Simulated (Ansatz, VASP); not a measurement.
**Si2W: VASP beside Ansatz**

```
Si W
1.0
    -1.57388    1.57388    3.94000
     1.57388   -1.57388    3.94000
     1.57388    1.57388   -3.94000
Si W
2 1
Direct
  0.33300 0.33300 0.00000
  0.66700 0.66700 0.00000
  0.00000 0.00000 0.00000
```

Change from the starting cell: equal xx and yy strain of -2 %.

Alike in both runs: task single point; functional PBEsol; k mesh 18 × 18 × 18; occupations fermi-dirac, width 0.03 eV; no spin polarisation.

|  | VASP | Ansatz |
| --- | --- | --- |
| version | VASP 6.6.1 | Ansatz 0.2.0 |
| potentials or method | VASP PAW PBE potentials, release 64 (Si, W_sv), cutoff 520 eV | all-electron LAPW, scalar-relativistic |

VASP gave:

- pressure (GPa): 6.3
- traceless stress, the component that is largest in VASP (GPa): -6.99
- rms of the force components (eV/Å): 0.083

Problem. Estimate Ansatz's values.

Solution. Pressure (GPa): 5.8; traceless stress, the component that is largest in VASP (GPa): -6.96; rms of the force components (eV/Å): 0.087.

VASP's potentials were made for PBE, not for PBEsol. Atom by atom the forces differ by 0.005 eV/Å (rms over components). Ansatz ran all-electron here, and VASP with PAW potentials.

Spin-orbit coupling is off throughout.
